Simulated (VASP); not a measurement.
# Sb (Im-3m) in VASP: notebook

The runs below take Sb through single point, with PBEsol+D3(BJ).

Everything below comes from runs of VASP 6.6.1. Logs are shortened: lines on timing, memory, paths and dates and some standing lists are left out, and cuts for length are marked.

**1. The cell of the first run**

The structure is cubic, space group Im-3m (No. 229). Conventional cell: a = 3.688 Å, b = 3.688 Å, c = 3.688 Å, α = 90.00°, β = 90.00°, γ = 90.00°. Sb (site symmetry m-3m) has 14 Sb at 3.19 to 3.69 Å within 4.2 Å.

**2. Single point, PBEsol+D3(BJ)**

File INCAR:

```
SYSTEM = Sb
  PREC = Accurate
  ENCUT = 520
  EDIFF = 1E-6
  ISMEAR = -1
  SIGMA = 0.05
  LREAL = .FALSE.
  LASPH = .TRUE.
  NELM = 80
  ALGO = Normal
  ISIF = 2
  LWAVE = .FALSE.
  LCHARG = .TRUE.
  GGA = PS
  IVDW = 12
  LELF = .TRUE.
  LVHAR = .TRUE.
  NBANDS = 8
```

File KPOINTS:

```
Automatic mesh
0
G
  10 10 10
  0 0 0
```

File POSCAR:

```
Sb
1.0
   -1.8439324441      1.8439324441      1.8439324441
    1.8439324441     -1.8439324441      1.8439324441
    1.8439324441      1.8439324441     -1.8439324441
Sb
1
Direct
    0.0000000000      0.0000000000      0.0000000000
```

Potentials or basis: VASP PAW PBE potentials, release 64 (Sb).

Started as:

```
$ cat potpaw_PBE.64/Sb/POTCAR > POTCAR
$ mpirun -np 1 vasp_std > vasp.out
```

OUTCAR:

```text
SYSTEM = Sb
   PREC = Accurate
   ENCUT = 520
   EDIFF = 1E-6
   ISMEAR = -1
   LREAL = .FALSE.
   LASPH = .TRUE.
   NELM = 80
   ISIF = 2
   GGA = PS
   IVDW = 12
 IVDW          = 12

 ion  position               nearest neighbor table
   1  0.000  0.000  0.000-

  LATTYP: Found a body centered cubic cell.
 ALAT       =     3.6878648882

  Lattice vectors:

 A1 = (  -1.8439324441,   1.8439324441,   1.8439324441)
 A2 = (   1.8439324441,  -1.8439324441,   1.8439324441)
 A3 = (   1.8439324441,   1.8439324441,  -1.8439324441)

Analysis of symmetry for initial positions (statically):
=====================================================================
 Subroutine PRICEL returns:
 Original cell was already a primitive cell.

 Routine SETGRP: Setting up the symmetry group for a
 body centered cubic supercell.

 Subroutine GETGRP returns: Found 48 space group operations
 (whereof 48 operations were pure point group operations)
 out of a pool of 48 trial point group operations.

The static configuration has the point symmetry O_h .

Analysis of symmetry for dynamics (positions and initial velocities):
=====================================================================
 Subroutine PRICEL returns:
 Original cell was already a primitive cell.

 Routine SETGRP: Setting up the symmetry group for a
 body centered cubic supercell.

 Subroutine GETGRP returns: Found 48 space group operations
 (whereof 48 operations were pure point group operations)
 out of a pool of 48 trial point group operations.

The dynamic configuration has the point symmetry O_h .

 Subroutine INISYM returns: Found 48 space group operations
 (whereof 48 operations are pure point group operations),
 and found     1 'primitive' translations

----------------------------------------------------------------------------------------

                                     Primitive cell

  volume of cell :      25.0781

  direct lattice vectors                    reciprocal lattice vectors
    -1.843932444  1.843932444  1.843932444     0.000000000  0.271159609  0.271159609
     1.843932444 -1.843932444  1.843932444     0.271159609  0.000000000  0.271159609
     1.843932444  1.843932444 -1.843932444     0.271159609  0.271159609  0.000000000

  length of vectors
     3.193784679  3.193784679  3.193784679     0.383477596  0.383477596  0.383477596

  position of ions in fractional coordinates (direct lattice)
     0.000000000  0.000000000  0.000000000

  ion indices of the primitive-cell ions
   primitive index   ion index
                 1           1

----------------------------------------------------------------------------------------

 KPOINTS: Automatic mesh

Automatic generation of k-mesh.
 Grid dimensions read from file:
 generate k-points for:   10   10   10

 Generating k-lattice:

  Cartesian coordinates                     Fractional coordinates (reciprocal lattice)
     0.000000000  0.027115961  0.027115961     0.100000000  0.000000000  0.000000000
     0.027115961  0.000000000  0.027115961     0.000000000  0.100000000  0.000000000
     0.027115961  0.027115961  0.000000000     0.000000000  0.000000000  0.100000000

  Length of vectors
     0.038347760  0.038347760  0.038347760

  Shift w.r.t. Gamma in fractional coordinates (k-lattice)
     0.000000000  0.000000000  0.000000000

 Subroutine IBZKPT returns following result:
 ===========================================

 Found     47 irreducible k-points:

 Following reciprocal coordinates:
            Coordinates               Weight
  0.000000  0.000000  0.000000      1.000000
  0.100000  0.000000  0.000000     12.000000
  0.200000  0.000000  0.000000     12.000000
  0.300000  0.000000  0.000000     12.000000
  0.400000  0.000000  0.000000     12.000000
  0.500000  0.000000  0.000000      6.000000
[... 16 lines left out ...]
  0.300000  0.300000  0.100000      8.000000
 -0.300000  0.300000  0.100000     24.000000
 [... further k-points ...]
   k-points           NKPTS =     47   k-points in BZ     NKDIM =     47   number of bands    NBANDS=      8
   number of dos      NEDOS =    301   number of ions     NIONS =      1
   total plane-waves  NPLWV =  13824
   dimension x,y,z NGX =    24 NGY =   24 NGZ =   24
   dimension x,y,z NGXF=    48 NGYF=   48 NGZF=   48
   ions per type =               1
   NGX,Y,Z   is equivalent  to a cutoff of  12.49, 12.49, 12.49 a.u.
   NGXF,Y,Z  is equivalent  to a cutoff of  24.99, 24.99, 24.99 a.u.
 SYSTEM =  Sb
   PREC   = accura    normal or accurate (medium, high low for compatibility)
   ISTART =      0    job   : 0-new  1-cont  2-samecut
   ICHARG =      2    charge: 1-file 2-atom 10-const
   ISPIN  =      1    spin polarized calculation?
   LNONCOLLINEAR =      F non collinear calculations
   LSORBIT =      F    spin-orbit coupling
   LASPH  =      T    aspherical Exc in radial PAW
   ENCUT  =  520.0 eV  38.22 Ry    6.18 a.u.   5.94  5.94  5.94*2*pi/ulx,y,z
   NELM   =     80;   NELMIN=  2; NELMDL= -5     # of ELM steps
   EDIFF  = 0.1E-05   stopping-criterion for ELM
   LREAL  =      F    real-space projection
   EDIFFG = 0.1E-04   stopping-criterion for IOM
   NSW    =      0    number of steps for IOM
   IBRION =     -1    ionic relax: 0-MD 1-quasi-New 2-CG
   NFREE  =      0    steps in history (QN), initial steepest desc. (CG)
   ISIF   =      2    stress and relaxation
   ISYM   =      2    0-nonsym 1-usesym 2-fastsym
   POTIM  = 0.5000    time-step for ionic-motion
   TEBEG  =    0.0;   TEEND  =   0.0 temperature during run
   PSTRESS=    0.0 pullay stress
   NELECT =       5.0000    total number of electrons
   NUPDOWN=      -1.0000    fix difference up-down
   EMIN   =  10.00;   EMAX   =-10.00  energy-range for DOS
   EFERMI =   0.00;   METHOD = LEGACY
   ISMEAR =    -1;   SIGMA  =   0.05  broadening in eV -4-tet -1-fermi 0-gaus
   EFERMI_NEDOS =   21; number of points for ismear=-14 and -15
   IALGO  =     38    algorithm
   IMIX   =      4    mixing-type and parameters
     AMIX     =   0.40;   BMIX     =  1.00
     AMIX_MAG =   1.60;   BMIX_MAG =  1.00
  volume/ion in A,a.u.               =      25.08       169.24
  Fermi-wavevector in a.u.,A,eV,Ry     =   0.956386  1.807307 12.444895  0.914674
  Thomas-Fermi vector in A             =   2.085309
   LORBIT       =      0    0 simple, 1 ext, 2 COOP (PROOUT), +10 PAW based schemes
   GGA     = PS    functional components
   LHFCALC =     F    Hartree Fock is set to
   AEXX    =    0.0000 exact exchange contribution
   IVDW    =    12    specifies the selected vdW correction
   LEPSILON=     F    determine dielectric tensor
   LRPA    =     F    only Hartree local field effects (RPA)
 non-spin polarized calculation
  energy-cutoff  :      520.00
  volume of cell :       25.08
 maximum number of plane-waves:       686
   NGX = 11   NGY = 11   NGZ = 11

 number of electron       5.0000000 magnetization

 Free energy of the ion-electron system (eV)
  ---------------------------------------------------
  ext. energy  EPLUGINS =         0.00000000
  ---------------------------------------------------
  free energy    TOTEN  =        -4.36412223 eV

  energy without entropy =       -4.35480268  energy(sigma->0) =       -4.35946246

 E-fermi :   9.2492     XC(G=0): -10.6389

 val. band max:        9.2434278696   @ k =   0.3000   0.1000   0.1000
 cond. band min:       9.3236910754   @ k =   0.2000   0.2000   0.0000
 fundamental gap:      0.0802632057
 Fermi energy:         9.2491946944

 k-point     1 :       0.0000    0.0000    0.0000
  band No.  band energies     occupation
      1      -4.1722      2.00000
      2      15.3265      0.00000
      3      15.3265      0.00000
      4      15.3265      0.00000
      5      20.1463      0.00000
      6      20.1463      0.00000
      7      20.1463      0.00000
      8      21.1221      0.00000

 k-point     2 :       0.1000    0.0000    0.0000
  band No.  band energies     occupation
      1      -3.9481      2.00000
      2      13.6691      0.00000
      3      14.5924      0.00000
      4      15.1071      0.00000
      5      18.8953      0.00000
      6      18.9949      0.00000
      7      20.5199      0.00000
      8      21.1033      0.00000

 k-point     3 :       0.2000    0.0000    0.0000
  band No.  band energies     occupation
      1      -3.2788      2.00000
      2      10.5642      0.00000
      3      13.2762      0.00000
      4      14.5332      0.00000
      5      17.5557      0.00000
      6      17.8174      0.00000
      7      20.5058      0.00000
      8      21.6437      0.00000

 k-point     4 :       0.3000    0.0000    0.0000
  band No.  band energies     occupation
      1      -2.1820      2.00000
      2       7.4293      2.00000
      3      12.1241      0.00000
      4      13.8755      0.00000
      5      16.6403      0.00000
      6      16.9717      0.00000
      7      21.2404      0.00000
      8      22.4345      0.00000

 k-point     5 :       0.4000    0.0000    0.0000
  band No.  band energies     occupation
      1      -0.7444      2.00000
      2       4.7010      2.00000
      3      11.3741      0.00000
      4      13.3947      0.00000
      5      16.1085      0.00000
      6      16.4659      0.00000
      7      22.4601      0.00000
      8      23.5288      0.00000
[... 177 lines left out ...]
 k-point    22 :      -0.2000    0.2000    0.1000
  band No.  band energies     occupation
      1      -3.0561      2.00000
      2      10.6604      0.00000
      3      12.5272      0.00000
      4      13.3545      0.00000
      5      17.1725      0.00000
      6      18.8547      0.00000
      7      19.4934      0.00000
      8      22.2158      0.00000

 k-point    23 :       0.3000    0.3000    0.1000
  band No.  band energies     occupation
      1       1.2861      2.00000
      2       5.3697      2.00000
      3       5.3697      2.00000
      4       9.3449      0.25712
      5      21.3141      0.00000
      6      22.9644      0.00000
      7      22.9644      0.00000
      8      25.5943      0.00000

 k-point    24 :      -0.3000    0.3000    0.1000
  band No.  band energies     occupation
      1      -1.9620      2.00000
      2       7.6048      2.00000
      3      11.3972      0.00000
      4      12.8277      0.00000
      5      17.0895      0.00000
      6      18.0051      0.00000
      7      19.2380      0.00000
      8      24.6257      0.00000

 [... further k-points ...]

------------------------ aborting loop because EDIFF is reached ----------------------------------------

 Edisp (eV)   -0.54548

 E8    (eV) :    -0.3743

  FORCE on cell =-STRESS in cart. coord.  units (eV):
  Direction    XX          YY          ZZ          XY          YZ          ZX
  --------------------------------------------------------------------------------------
  -------------------------------------------------------------------------------------
  Total      -0.06011    -0.06011    -0.06011    -0.00000     0.00000     0.00000
  in kB      -3.84026    -3.84026    -3.84026    -0.00000     0.00000     0.00000
  external pressure =       -3.84 kB  Pullay stress =        0.00 kB

 VOLUME and BASIS-vectors are now :
 -----------------------------------------------------------------------------
  energy-cutoff  :      520.00
  volume of cell :       25.08
      direct lattice vectors                 reciprocal lattice vectors
    -1.843932444  1.843932444  1.843932444     0.000000000  0.271159609  0.271159609
     1.843932444 -1.843932444  1.843932444     0.271159609  0.000000000  0.271159609
     1.843932444  1.843932444 -1.843932444     0.271159609  0.271159609  0.000000000

 POSITION                                       TOTAL-FORCE (eV/Angst)
 -----------------------------------------------------------------------------------
      0.00000      0.00000      0.00000        -0.000000     -0.000000      0.000000
 -----------------------------------------------------------------------------------
    total drift:                                0.000000     -0.000000     -0.000000

  FREE ENERGIE OF THE ION-ELECTRON SYSTEM (eV)
  ---------------------------------------------------
  free  energy   TOTEN  =        -4.9096023908 eV

  energy  without entropy=       -4.9002828383  energy(sigma->0) =       -4.90494261
```

It took 6.7 s on 1 thread of Intel Xeon Platinum 8488C (Sapphire Rapids), shared host; peak memory 0.14 GiB.

What came out:

```
Free energy                : -4.9096 eV
Pressure                   : -0.4 GPa
Dispersion energy per atom : -0.545 eV
```

Levels at points of the mesh, in eV from the Fermi level:
```tsv
k point	band 1	band 2	band 3	band 4	band 5	band 6
(0.00, 0.00, 0.00)	-13.42	6.08	6.08	6.08	10.90	10.90
(0.50, 0.00, 0.00)	-8.94	-6.05	1.87	3.97	6.69	7.05
(0.50, 0.50, 0.50)	-5.24	-2.15	-2.15	-2.15	2.82	2.82
```

Caveat: three body term missing; the PAW data sets were made with another functional, which shifts forces and pressure a little; spin-orbit coupling is left out, which moves the levels of the heavy elements; pairwise dispersion overbinds metals, which lowers pressure and volume.

(Continued in part 2 of 2.)
